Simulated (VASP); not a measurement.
Write the native input for VASP 6.6.1 that does the following.

* Task: relaxation of cell and atoms
* Functional: PBE
* Potentials or basis: VASP PAW PBE potentials, release 64 (Mo_sv, Se, S)
* Cutoff: 500 eV
* k mesh: 3 × 3 × 2
* Occupations: gaussian, width 0.15 eV
* Spin: collinear spin
* Starting moments: [1.0, 1.0, 0.0, 0.0, 0.0] μB
* Dipole correction: no
* Further INCAR settings: ALGO = Normal; EDIFF = 1e-07; IBRION = 2; EDIFFG = -0.08; NSW = 36; ISIF = 3

The structure of Mo2Se2S lies in POSCAR:

```
Mo2Se2S
1.0
    4.2460443400      0.0000000000      0.0000000000
   -2.1230221700      3.6771822700      0.0000000000
    0.0000000000      0.0000000000      7.9009439200
Mo Se S
2 2 1
Direct
    0.0000000000      0.0000000000      0.1510655500
    0.0000000000      0.0000000000      0.8489344500
    0.0000000000      0.0000000000      0.5000000000
    0.3333333300      0.6666666700      0.0000000000
    0.6666666700      0.3333333300      0.5000000000
```

The cell was built from a structure type or drawn by symmetry, and may not be a known phase.

One way to write it, as run:

INCAR

```
PREC = Accurate
ENCUT = 500
EDIFF = 1E-7
ISMEAR = 0
SIGMA = 0.15
LREAL = False
LASPH = True
NELM = 200
ALGO = Normal
ISIF = 3
LWAVE = False
LCHARG = False
ISPIN = 2
MAGMOM = 1 1 0 0 0
LORBIT = 11
LMAXMIX = 4
GGA = PE
IBRION = 2
NSW = 36
EDIFFG = -0.08
GGA_COMPAT = False
NELMIN = 4
```

KPOINTS

```
regular mesh
0
Gamma
  3 3 2
```

Potentials or basis: VASP PAW PBE potentials, release 64 (Mo_sv, Se, S).

Command:

```sh
$ cat potpaw_PBE.64/Mo_sv/POTCAR potpaw_PBE.64/Se/POTCAR potpaw_PBE.64/S/POTCAR > POTCAR
$ mpirun -np 1 vasp_std > vasp.out
```

Results of the run:

| Quantity | Value |
| --- | --- |
| Relaxed volume | 24.94 Å³/atom |
| Relaxed cell | a = 4.342 Å, b = 4.342 Å, c = 7.637 Å, α = 90.00°, β = 90.00°, γ = 120.00° |
| Space group after relaxing (to 0.1 Å) | P-6m2 (No. 187) |
| Energy gained by relaxing | 49.8 meV/atom |
| Ionic steps | 7 |
| Pressure after relaxing | 0.0 GPa |
| Largest force after relaxing | 0.062 eV/Å |
| Net moment | 2.61 μB per cell |
| Site moments | Mo +1.02; Se +0.01, -0.03; S +0.05 μB |
| Valence electrons inside the program's atomic spheres | Mo 12.53; Se 3.77, 3.80; S 3.59 |

Caveat: the k points lie up to 0.56 Å⁻¹ apart in the final cell; the relaxation stopped at a loose force limit of 0.08 eV/Å, so its end isn't a converged minimum.

Run time: 11 min on 1 thread of Intel Xeon 8259CL (shared host), peak memory 0.3 GiB.
